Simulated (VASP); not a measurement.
# Si4Cl (R3m) in VASP: single point with PBE

Aim: the single point of Si4Cl with PBE.

All numbers are computed with VASP 6.6.1; they aren't measurements. Logs are shortened: lines on timing, memory, paths and dates and some standing lists are left out, and cuts for length are marked.

### 1 The cell of the first run

Symmetry: R3m, No. 160, trigonal system. Conventional cell: a = 6.329 Å, b = 6.329 Å, c = 8.791 Å, α = 90.00°, β = 90.00°, γ = 120.00°. Si (site symmetry m) has 3 Si at 2.34 to 2.40 Å and 3 Cl at 3.20 to 3.35 Å within 3.4 Å. Si (site symmetry 3m) has 1 Cl at 2.14 Å and 3 Si at 2.40 Å within 2.8 Å. Cl (site symmetry 3m) has 1 Si at 2.14 Å within 2.8 Å.

The cell was generated, and may not be a known phase.

### 2 Single point, PBE

Input file INCAR:

```
PREC = Accurate ; ENCUT = 500
EDIFF = 1E-6 ; ISMEAR = 0
SIGMA = 0.2 ; LREAL = F
LASPH = T ; NELM = 120
ALGO = Normal ; ISIF = 2
LWAVE = F ; LCHARG = T
GGA = PE ; LELF = T
LVHAR = T ; NBANDS = 20
GGA_COMPAT = F
```

Input file KPOINTS:

```
Automatic mesh
0
Gamma
  4 4 4
```

Input file POSCAR:

```
Si4Cl
1.0
    3.1644213991      1.8269795478      2.9303991056
   -3.1644213991      1.8269795478      2.9303991056
    0.0000000000     -3.6539590920      2.9303991079
Si Cl
4 1
Direct
    1.0011515425      0.3705994751      1.0011515425
    1.0011515425      1.0011515425      0.3705994751
    0.3705994751      1.0011515425      1.0011515425
    0.7159058809      0.7159058809      0.7159058809
    0.4729956990      0.4729956990      0.4729956990
```

Potentials or basis: VASP PAW PBE potentials, release 64 (Si, Cl).

On the command line:

```console
cat potpaw_PBE.64/Si/POTCAR potpaw_PBE.64/Cl/POTCAR > POTCAR
mpirun -np 1 vasp_std > vasp.out
```

OUTCAR:

```text
PREC = Accurate
   ENCUT = 500
   EDIFF = 1E-6
   ISMEAR = 0
   LREAL = F
   LASPH = T
   NELM = 120
   ISIF = 2
   GGA = PE

 ion  position               nearest neighbor table
   1  0.001  0.371  0.001-   3 2.34   2 2.34   4 2.40
   2  0.001  0.001  0.371-   1 2.34   3 2.34   4 2.40
   3  0.371  0.001  0.001-   1 2.34   2 2.34   4 2.40
   4  0.716  0.716  0.716-   5 2.14   2 2.40   3 2.40   1 2.40
   5  0.473  0.473  0.473-   4 2.14

  LATTYP: Found a trigonal (rhomboedric) cell.
 ALAT       =     4.6838719002
 COS(alpha) =     0.0871306974

  Lattice vectors:

 A1 = (   3.1644213991,   1.8269795478,   2.9303991056)
 A2 = (  -3.1644213991,   1.8269795478,   2.9303991056)
 A3 = (   0.0000000000,  -3.6539590920,   2.9303991079)

Analysis of symmetry for initial positions (statically):
=====================================================================
 Subroutine PRICEL returns:
 Original cell was already a primitive cell.

 Routine SETGRP: Setting up the symmetry group for a
 trigonal (rhombohedral) supercell.

 Subroutine GETGRP returns: Found  6 space group operations
 (whereof  6 operations were pure point group operations)
 out of a pool of 12 trial point group operations.

The static configuration has the point symmetry C_3v.

Analysis of symmetry for dynamics (positions and initial velocities):
=====================================================================
 Subroutine PRICEL returns:
 Original cell was already a primitive cell.

 Routine SETGRP: Setting up the symmetry group for a
 trigonal (rhombohedral) supercell.

 Subroutine GETGRP returns: Found  6 space group operations
 (whereof  6 operations were pure point group operations)
 out of a pool of 12 trial point group operations.

The dynamic configuration has the point symmetry C_3v.

 Subroutine INISYM returns: Found  6 space group operations
 (whereof  6 operations are pure point group operations),
 and found     1 'primitive' translations

----------------------------------------------------------------------------------------

                                     Primitive cell
[... 73 lines left out ...]
   NGX,Y,Z   is equivalent  to a cutoff of  12.78, 12.78, 12.78 a.u.
   NGXF,Y,Z  is equivalent  to a cutoff of  25.56, 25.56, 25.56 a.u.
 SYSTEM =  unknown system
   PREC   = accura    normal or accurate (medium, high low for compatibility)
   ISTART =      0    job   : 0-new  1-cont  2-samecut
   ICHARG =      2    charge: 1-file 2-atom 10-const
   ISPIN  =      1    spin polarized calculation?
   LNONCOLLINEAR =      F non collinear calculations
   LSORBIT =      F    spin-orbit coupling
   LASPH  =      T    aspherical Exc in radial PAW
   ENCUT  =  500.0 eV  36.75 Ry    6.06 a.u.   8.54  8.54  8.54*2*pi/ulx,y,z
   NELM   =    120;   NELMIN=  2; NELMDL= -5     # of ELM steps
   EDIFF  = 0.1E-05   stopping-criterion for ELM
   LREAL  =      F    real-space projection
[... 7 lines left out ...]
   TEBEG  =    0.0;   TEEND  =   0.0 temperature during run
   PSTRESS=    0.0 pullay stress
   NELECT =      23.0000    total number of electrons
   NUPDOWN=      -1.0000    fix difference up-down
   EMIN   =  10.00;   EMAX   =-10.00  energy-range for DOS
   EFERMI =   0.00;   METHOD = LEGACY
   ISMEAR =     0;   SIGMA  =   0.20  broadening in eV -4-tet -1-fermi 0-gaus
   EFERMI_NEDOS =   21; number of points for ismear=-14 and -15
   IALGO  =     38    algorithm
   IMIX   =      4    mixing-type and parameters
     AMIX     =   0.40;   BMIX     =  1.00
     AMIX_MAG =   1.60;   BMIX_MAG =  1.00
  volume/ion in A,a.u.               =      20.33       137.19
  Fermi-wavevector in a.u.,A,eV,Ry     =   0.997582  1.885157 13.540118  0.995171
  Thomas-Fermi vector in A             =   2.129748
   LORBIT       =      0    0 simple, 1 ext, 2 COOP (PROOUT), +10 PAW based schemes
   GGA     = PE    functional components
   LHFCALC =     F    Hartree Fock is set to
   AEXX    =    0.0000 exact exchange contribution
   IVDW    =     0    specifies the selected vdW correction
   LEPSILON=     F    determine dielectric tensor
   LRPA    =     F    only Hartree local field effects (RPA)
 non-spin polarized calculation
 Gauss-broadening in eV      SIGMA  =   0.20
  energy-cutoff  :      500.00
  volume of cell :      101.65
 maximum number of plane-waves:      2609
 NGX is ok and might be reduce to    36
   NGX = 17   NGY = 17   NGZ = 17

 number of electron      23.0000002 magnetization

 Free energy of the ion-electron system (eV)
  ---------------------------------------------------
  ext. energy  EPLUGINS =         0.00000000
  ---------------------------------------------------
  free energy    TOTEN  =       -21.06444844 eV

  energy without entropy =      -21.03862619  energy(sigma->0) =      -21.05153732

 E-fermi :   5.8211     XC(G=0):  -9.5727

 val. band max:        5.6263107248   @ k =   0.0000   0.0000   0.0000
 cond. band min:       5.8873093872   @ k =  -0.2500   0.2500   0.0000
 fundamental gap:      0.2609986624
 Fermi energy:         5.8211230446

 k-point     1 :       0.0000    0.0000    0.0000
  band No.  band energies     occupation
      1     -11.0700      2.00000
      2      -5.2331      2.00000
      3      -2.5577      2.00000
      4      -0.4529      2.00000
      5      -0.4529      2.00000
      6       0.7359      2.00000
[... 288 lines left out ...]
     19      11.4007      0.00000
     20      11.4007      0.00000

------------------------ aborting loop because EDIFF is reached ----------------------------------------

  FORCE on cell =-STRESS in cart. coord.  units (eV):
  Direction    XX          YY          ZZ          XY          YZ          ZX
  --------------------------------------------------------------------------------------
  -------------------------------------------------------------------------------------
  Total        0.0508084      0.0508084     -0.0869085      0.0000000     -0.0000000      0.0000000
  in kB        0.8008297      0.8008297     -1.3698310      0.0000000     -0.0000000      0.0000000
  external PRESSURE =       0.0772761 kB  Pullay stress =       0.0000000 kB

 VOLUME and BASIS-vectors are now :
 -----------------------------------------------------------------------------
  energy-cutoff  :      500.00
  volume of cell :      101.65
      direct lattice vectors                 reciprocal lattice vectors
     3.164421399  1.826979548  2.930399106     0.158006769  0.091225250  0.113750148
    -3.164421399  1.826979548  2.930399106    -0.158006769  0.091225250  0.113750148
     0.000000000 -3.653959092  2.930399108     0.000000000 -0.182450501  0.113750149

 POSITION                                       TOTAL-FORCE (eV/Angst)
 -----------------------------------------------------------------------------------
     -1.16909      0.67497      1.09275        -0.005395      0.003115     -0.012923
      0.00000     -1.34995      1.09275         0.000000     -0.006230     -0.012923
      1.16909      0.67497      1.09275         0.005395      0.003115     -0.012923
      0.00000      0.00000      6.29367         0.000000     -0.000000     -0.020512
      0.00000      0.00000      4.15820         0.000000      0.000000      0.059280
 -----------------------------------------------------------------------------------
    total drift:                               -0.000000     -0.000000     -0.000107

  FREE ENERGIE OF THE ION-ELECTRON SYSTEM (eV)
  ---------------------------------------------------
  free  energy   TOTEN  =       -21.0644484444 eV

  energy  without entropy=      -21.0386261869  energy(sigma->0) =      -21.05153732
```

Wall time 19 s (1 thread of Intel Xeon Platinum 8259CL at 2.50GHz (Skylake/Cascade Lake), shared host); peak memory 0.2 GiB.

Results:

```yaml
Free_energy: -21.0644 eV
Pressure: 0.0 GPa
Largest_force: 0.059 eV/Å
Band_gap_on_the_k_mesh: zero (an odd number of electrons rules out a gap without spin polarisation)
```

Forces in eV/Å, atoms in the order of the input:
```
Si  -0.005  0.003 -0.013
Si   0.000 -0.006 -0.013
Si   0.005  0.003 -0.013
Si   0.000  0.000 -0.021
Cl   0.000  0.000  0.059
```

Levels at points of the mesh, in eV from the Fermi level:
```csv
k point,band 7,band 8,band 9,band 10,band 11,band 12,band 13,band 14,band 15,band 16
"(0.00, 0.00, 0.00)",-4.90,-4.90,-1.67,-1.67,-0.19,0.09,0.09,1.19,2.50,3.28
"(0.50, 0.00, 0.00)",-4.84,-4.10,-1.92,-1.78,-1.21,-0.93,0.31,1.24,1.75,3.43
"(0.50, 0.50, 0.00)",-4.19,-3.78,-2.80,-2.36,-1.66,-0.34,0.27,1.88,3.57,3.95
"(0.50, 0.50, 0.50)",-6.05,-6.05,-2.35,-0.94,-0.94,2.17,3.33,3.33,3.49,4.36
```

Caveat: an odd number of electrons without spin polarisation forces a metal; a magnetic or distorted state may lie lower.

The gap in the log of VASP goes by the Fermi energy; the results here count the filled bands.